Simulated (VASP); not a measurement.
TaGaMo3:

```
CELL_PARAMETERS angstrom
4.99827 0.00000 0.00000
-2.49914 4.32863 0.00000
0.00000 0.00000 8.48836
ATOMIC_POSITIONS crystal
Ta 0.00000 0.00000 0.25000
Ta 0.00000 0.00000 0.75000
Ga 0.33333 0.66667 0.25000
Ga 0.66667 0.33333 0.75000
Mo 0.50000 0.00000 0.00000
Mo 0.00000 0.50000 0.00000
Mo 0.50000 0.50000 0.00000
Mo 0.50000 0.00000 0.50000
Mo 0.00000 0.50000 0.50000
Mo 0.50000 0.50000 0.50000
```

The cell was generated, and may not be a known phase.

| Quantity | Value |
| --- | --- |
| Program | VASP 6.6.1 |
| Task | relaxation of cell and atoms |
| Functional | PBE |
| Potentials or basis | VASP PAW PBE potentials, release 64 (Ta_pv, Ga_d, Mo_sv) |
| Cutoff | 600 eV |
| k mesh | 6 × 6 × 2 |
| Occupations | gaussian, width 0.1 eV |
| Spin | no spin polarisation |

At the start: pressure 3.0 GPa; volume 18.37 Å³/atom.

**Question.** How do energy, volume and symmetry change on relaxing?

**Answer.** Over 4 steps the energy falls by 5.8 meV/atom and the volume is 18.62 Å³/atom (+1.4 %); space group P6_3/mmc (No. 194, to 0.1 Å) before and after.

Step by step:
| step | energy change (eV) | largest force (eV/Å) | pressure (GPa) | volume (Å³) |
| --- | --- | --- | --- | --- |
| 1 | 0.0000 | 0.0000 | 3.02 | 183.65 |
| 2 | 0.0711 | 0.0000 | -5.74 | 192.97 |
| 3 | -0.0494 | 0.0000 | -0.65 | 187.22 |
| 4 | -0.0581 | 0.0000 | 0.02 | 186.20 |

Final structure:
```
Ta Ga Mo
1.0
     5.05586    0.00000    0.00000
    -2.52793    4.37850    0.00000
     0.00000    0.00000    8.41114
Ta Ga Mo
2 2 6
Direct
  0.00000 0.00000 0.25000
  0.00000 0.00000 0.75000
  0.33333 0.66667 0.25000
  0.66667 0.33333 0.75000
  0.50000 0.00000 0.00000
  0.00000 0.50000 0.00000
  0.50000 0.50000 0.00000
  0.50000 0.00000 0.50000
  0.00000 0.50000 0.50000
  0.50000 0.50000 0.50000
```

Caveat: the k points lie up to 0.37 Å⁻¹ apart in the final cell, too coarse for converged energies and pressures of a metal.
